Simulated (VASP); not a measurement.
# K2As3 (R-3c) in VASP: single point with PBE

Aim: the single point of K2As3 with PBE.

Program: VASP 6.6.1. These are calculated values, not measurements. Logs are shortened: lines on timing, memory, paths and dates and some standing lists are left out, and cuts for length are marked.

## (1) The cell of the first run

It takes space group R-3c (No. 167, trigonal). The conventional cell has a = 7.063 Å, b = 7.063 Å, c = 29.444 Å, α = 90.00°, β = 90.00°, γ = 120.00°. Within 4.7 Å of K (site symmetry 3) lie 9 As at 3.42 to 4.66 Å and 3 K at 4.31 Å. Within 3.2 Å of As (site symmetry 2) lie 2 As at 2.44 Å.

## (2) Single point, PBE

INCAR

```
PREC = Accurate ; ENCUT = 520
EDIFF = 1E-6 ; ISMEAR = 0
SIGMA = 0.1 ; LREAL = False
LASPH = True ; NELM = 100
ALGO = Normal ; ISIF = 2
LWAVE = False ; LCHARG = True
GGA = PE ; LELF = True
LVHAR = True ; NBANDS = 44
```

KPOINTS

```
Automatic mesh
0
Gamma
  6 6 6
```

POSCAR

```
K2As3
1.0
    3.5316144493      2.0389785530      9.8147786263
   -3.5316144493      2.0389785530      9.8147786263
    0.0000000000     -4.0779571059      9.8147786263
K As
4 6
Direct
    0.3572264994      0.3572264994      0.3572264994
    0.1427735006      0.1427735006      0.1427735006
    0.6427735006      0.6427735006      0.6427735006
    0.8572264994      0.8572264994      0.8572264994
    0.4496882973      0.0503117027      0.2500000000
    0.2500000000      0.4496882973      0.0503117027
    0.0503117027      0.2500000000      0.4496882973
    0.5503117027      0.9496882973      0.7500000000
    0.7500000000      0.5503117027      0.9496882973
    0.9496882973      0.7500000000      0.5503117027
```

Potentials or basis: VASP PAW PBE potentials, release 64 (K_sv, As).

Started as:

```bash
$ cat potpaw_PBE.64/K_sv/POTCAR potpaw_PBE.64/As/POTCAR > POTCAR
$ mpirun -np 1 vasp_std > vasp.out
```

OUTCAR:

```text
PREC = Accurate
   ENCUT = 520
   EDIFF = 1E-6
   ISMEAR = 0
   LREAL = False
   LASPH = True
   NELM = 100
   ISIF = 2
   GGA = PE

 ion  position               nearest neighbor table
   1  0.357  0.357  0.357-
   2  0.143  0.143  0.143-
   3  0.643  0.643  0.643-
   4  0.857  0.857  0.857-
   5  0.450  0.050  0.250-   6 2.44   7 2.44
   6  0.250  0.450  0.050-   7 2.44   5 2.44
   7  0.050  0.250  0.450-   6 2.44   5 2.44
   8  0.550  0.950  0.750-   9 2.44  10 2.44
   9  0.750  0.550  0.950-  10 2.44   8 2.44
  10  0.950  0.750  0.550-   9 2.44   8 2.44

  LATTYP: Found a trigonal (rhomboedric) cell.
 ALAT       =    10.6282460285
 COS(alpha) =     0.7791723924

  Lattice vectors:

 A1 = (   3.5316144493,   2.0389785530,   9.8147786263)
 A2 = (  -3.5316144493,   2.0389785530,   9.8147786263)
 A3 = (   0.0000000000,  -4.0779571059,   9.8147786263)

Analysis of symmetry for initial positions (statically):
=====================================================================
 Subroutine PRICEL returns:
 Original cell was already a primitive cell.

 Routine SETGRP: Setting up the symmetry group for a
 trigonal (rhombohedral) supercell.

 Subroutine GETGRP returns: Found 12 space group operations
 (whereof  6 operations were pure point group operations)
 out of a pool of 12 trial point group operations.

The static configuration has the point symmetry S_6 .
 The point group associated with its full space group is D_3d.

Analysis of symmetry for dynamics (positions and initial velocities):
=====================================================================
 Subroutine PRICEL returns:
 Original cell was already a primitive cell.

 Routine SETGRP: Setting up the symmetry group for a
 trigonal (rhombohedral) supercell.

 Subroutine GETGRP returns: Found 12 space group operations
 (whereof  6 operations were pure point group operations)
 out of a pool of 12 trial point group operations.

The dynamic configuration has the point symmetry S_6 .
 The point group associated with its full space group is D_3d.

 Subroutine INISYM returns: Found 12 space group operations
 (whereof  6 operations are pure point group operations),
 and found     1 'primitive' translations

----------------------------------------------------------------------------------------

                                     Primitive cell

  volume of cell :     424.0506

  direct lattice vectors                    reciprocal lattice vectors
     3.531614449  2.038978553  9.814778626     0.141578308  0.081740275  0.033962389
    -3.531614449  2.038978553  9.814778626    -0.141578308  0.081740275  0.033962389
     0.000000000 -4.077957106  9.814778626     0.000000000 -0.163480549  0.033962389

  length of vectors
    10.628246028 10.628246028 10.628246028     0.166971057  0.166971057  0.166971057

  position of ions in fractional coordinates (direct lattice)
     0.357226499  0.357226499  0.357226499
     0.142773501  0.142773501  0.142773501
     0.642773501  0.642773501  0.642773501
     0.857226499  0.857226499  0.857226499
     0.449688297  0.050311703  0.250000000
     0.250000000  0.449688297  0.050311703
     0.050311703  0.250000000  0.449688297
     0.550311703  0.949688297  0.750000000
     0.750000000  0.550311703  0.949688297
     0.949688297  0.750000000  0.550311703

  ion indices of the primitive-cell ions
   primitive index   ion index
                 1           1
                 2           2
                 3           3
                 4           4
                 5           5
                 6           6
                 7           7
                 8           8
                 9           9
                10          10

----------------------------------------------------------------------------------------

 KPOINTS: Automatic mesh

Automatic generation of k-mesh.
 Grid dimensions read from file:
 generate k-points for:    6    6    6

 Generating k-lattice:

  Cartesian coordinates                     Fractional coordinates (reciprocal lattice)
     0.023596385  0.013623379  0.005660398     0.166666667  0.000000000  0.000000000
    -0.023596385  0.013623379  0.005660398     0.000000000  0.166666667  0.000000000
     0.000000000 -0.027246758  0.005660398     0.000000000  0.000000000  0.166666667

  Length of vectors
     0.027828509  0.027828509  0.027828509

  Shift w.r.t. Gamma in fractional coordinates (k-lattice)
     0.000000000  0.000000000  0.000000000

 Subroutine IBZKPT returns following result:
 ===========================================

 Found     32 irreducible k-points:

 Following reciprocal coordinates:
            Coordinates               Weight
  0.000000  0.000000  0.000000      1.000000
  0.166667  0.000000 -0.000000      6.000000
  0.333333  0.000000 -0.000000      6.000000
  0.500000  0.000000 -0.000000      3.000000
  0.166667  0.166667 -0.000000      6.000000
  0.333333  0.166667 -0.000000     12.000000
[... 16 lines left out ...]
  0.500000  0.500000  0.166667      6.000000
 -0.333333  0.500000  0.166667     12.000000
 [... further k-points ...]
   k-points           NKPTS =     32   k-points in BZ     NKDIM =     32   number of bands    NBANDS=     44
   number of dos      NEDOS =    301   number of ions     NIONS =     10
   total plane-waves  NPLWV = 512000
   dimension x,y,z NGX =    80 NGY =   80 NGZ =   80
   dimension x,y,z NGXF=   160 NGYF=  160 NGZF=  160
   ions per type =               4   6
   NGX,Y,Z   is equivalent  to a cutoff of  12.51, 12.51, 12.51 a.u.
   NGXF,Y,Z  is equivalent  to a cutoff of  25.03, 25.03, 25.03 a.u.
 SYSTEM =  unknown system
   PREC   = accura    normal or accurate (medium, high low for compatibility)
   ISTART =      0    job   : 0-new  1-cont  2-samecut
   ICHARG =      2    charge: 1-file 2-atom 10-const
   ISPIN  =      1    spin polarized calculation?
   LNONCOLLINEAR =      F non collinear calculations
   LSORBIT =      F    spin-orbit coupling
   LASPH  =      T    aspherical Exc in radial PAW
   ENCUT  =  520.0 eV  38.22 Ry    6.18 a.u.  19.76 19.76 19.76*2*pi/ulx,y,z
   NELM   =    100;   NELMIN=  2; NELMDL= -5     # of ELM steps
   EDIFF  = 0.1E-05   stopping-criterion for ELM
   LREAL  =      F    real-space projection
   EDIFFG = 0.1E-04   stopping-criterion for IOM
   NSW    =      0    number of steps for IOM
   IBRION =     -1    ionic relax: 0-MD 1-quasi-New 2-CG
   NFREE  =      0    steps in history (QN), initial steepest desc. (CG)
   ISIF   =      2    stress and relaxation
   ISYM   =      2    0-nonsym 1-usesym 2-fastsym
   POTIM  = 0.5000    time-step for ionic-motion
   TEBEG  =    0.0;   TEEND  =   0.0 temperature during run
   PSTRESS=    0.0 pullay stress
   NELECT =      66.0000    total number of electrons
   NUPDOWN=      -1.0000    fix difference up-down
   EMIN   =  10.00;   EMAX   =-10.00  energy-range for DOS
   EFERMI =   0.00;   METHOD = LEGACY
   ISMEAR =     0;   SIGMA  =   0.10  broadening in eV -4-tet -1-fermi 0-gaus
   EFERMI_NEDOS =   21; number of points for ismear=-14 and -15
   IALGO  =     38    algorithm
   IMIX   =      4    mixing-type and parameters
     AMIX     =   0.40;   BMIX     =  1.00
     AMIX_MAG =   1.60;   BMIX_MAG =  1.00
  volume/ion in A,a.u.               =      42.41       286.16
  Fermi-wavevector in a.u.,A,eV,Ry     =   0.880610  1.664111 10.550962  0.775474
  Thomas-Fermi vector in A             =   2.000994
   LORBIT       =      0    0 simple, 1 ext, 2 COOP (PROOUT), +10 PAW based schemes
   GGA     = PE    functional components
   LHFCALC =     F    Hartree Fock is set to
   AEXX    =    0.0000 exact exchange contribution
   IVDW    =     0    specifies the selected vdW correction
   LEPSILON=     F    determine dielectric tensor
   LRPA    =     F    only Hartree local field effects (RPA)
 non-spin polarized calculation
 Gauss-broadening in eV      SIGMA  =   0.10
  energy-cutoff  :      520.00
  volume of cell :      424.05
 maximum number of plane-waves:     11448
   NGX = 39   NGY = 39   NGZ = 39

 number of electron      65.9999996 magnetization

 Free energy of the ion-electron system (eV)
  ---------------------------------------------------
  ext. energy  EPLUGINS =         0.00000000
  ---------------------------------------------------
  free energy    TOTEN  =       -34.12297311 eV

  energy without entropy =      -34.02641878  energy(sigma->0) =      -34.07469594

 E-fermi :   0.3546     XC(G=0):  -6.6725

 val. band max:        0.3522106397   @ k =   0.5000   0.3333   0.3333
 cond. band min:       0.3547426699   @ k =  -0.3333   0.1667   0.0000
 fundamental gap:      0.0025320302
 Fermi energy:         0.3546035080

 k-point     1 :       0.0000    0.0000    0.0000
  band No.  band energies     occupation
      1     -30.3198      2.00000
      2     -30.3193      2.00000
      3     -30.3132      2.00000
      4     -30.3129      2.00000
      5     -13.9516      2.00000
      6     -13.8589      2.00000
[... 36 lines left out ...]
     43       4.8110      0.00000
     44       4.9977      0.00000

 k-point     2 :       0.1667    0.0000   -0.0000
  band No.  band energies     occupation
      1     -30.3194      2.00000
      2     -30.3189      2.00000
      3     -30.3136      2.00000
      4     -30.3133      2.00000
      5     -13.9502      2.00000
      6     -13.8624      2.00000
[... 36 lines left out ...]
     43       4.7374      0.00000
     44       4.7887      0.00000

 k-point     3 :       0.3333    0.0000   -0.0000
  band No.  band energies     occupation
      1     -30.3183      2.00000
      2     -30.3180      2.00000
      3     -30.3145      2.00000
      4     -30.3143      2.00000
      5     -13.9410      2.00000
      6     -13.8882      2.00000
[... 976 lines left out ...]
     43       4.5424      0.00000
     44       4.7846      0.00000

 k-point    24 :      -0.3333    0.5000    0.1667
  band No.  band energies     occupation
      1     -30.3174      2.00000
      2     -30.3174      2.00000
      3     -30.3153      2.00000
      4     -30.3152      2.00000
      5     -13.9280      2.00000
      6     -13.9076      2.00000
[... 36 lines left out ...]
     43       4.4458      0.00000
     44       4.6201      0.00000

 [... further k-points ...]
[... 5 lines left out ...]
  --------------------------------------------------------------------------------------
  -------------------------------------------------------------------------------------
  Total        0.3647360      0.3647360      0.1129680      0.0000000      0.0000000      0.0000000
  in kB        1.3780709      1.3780709      0.4268234      0.0000000      0.0000000      0.0000000
  external PRESSURE =       1.0609884 kB  Pullay stress =       0.0000000 kB

 VOLUME and BASIS-vectors are now :
 -----------------------------------------------------------------------------
  energy-cutoff  :      520.00
  volume of cell :      424.05
      direct lattice vectors                 reciprocal lattice vectors
     3.531614449  2.038978553  9.814778626     0.141578308  0.081740275  0.033962389
    -3.531614449  2.038978553  9.814778626    -0.141578308  0.081740275  0.033962389
     0.000000000 -4.077957106  9.814778626     0.000000000 -0.163480549  0.033962389

 POSITION                                       TOTAL-FORCE (eV/Angst)
 -----------------------------------------------------------------------------------
      0.00000      0.00000     10.51830         0.000000      0.000000      0.013031
      0.00000      0.00000      4.20387         0.000000     -0.000000     -0.013031
      0.00000      0.00000     18.92604         0.000000     -0.000000     -0.013031
      0.00000      0.00000     25.24046         0.000000      0.000000      0.013031
      1.41044      0.00000      7.36108         0.089640      0.000000      0.000000
     -0.70522      1.22148      7.36108        -0.044820      0.077631     -0.000000
     -0.70522     -1.22148      7.36108        -0.044820     -0.077631     -0.000000
     -1.41044      0.00000     22.08325        -0.089640      0.000000     -0.000000
      0.70522     -1.22148     22.08325         0.044820     -0.077631     -0.000000
      0.70522      1.22148     22.08325         0.044820      0.077631     -0.000000
 -----------------------------------------------------------------------------------
    total drift:                               -0.000000     -0.000000     -0.000000

  FREE ENERGIE OF THE ION-ELECTRON SYSTEM (eV)
  ---------------------------------------------------
  free  energy   TOTEN  =       -34.1229731117 eV

  energy  without entropy=      -34.0264187763  energy(sigma->0) =      -34.07469594
```

It took 43 min on 1 thread of Intel Xeon 8259CL, shared host; peak memory 1.2 GiB.

What came out:

```yaml
Free_energy: -34.1230 eV
Pressure: 0.1 GPa
Largest_force: 0.090 eV/Å
Band_gap_on_the_k_mesh: zero (bands 33 and 34 overlap by 0.10 eV)
```

Forces in eV/Å, atoms in the order of the input:
```
K    0.000  0.000  0.013
K    0.000  0.000 -0.013
K    0.000  0.000 -0.013
K    0.000  0.000  0.013
As   0.090  0.000  0.000
As  -0.045  0.078  0.000
As  -0.045 -0.078  0.000
As  -0.090  0.000  0.000
As   0.045 -0.078  0.000
As   0.045  0.078  0.000
```
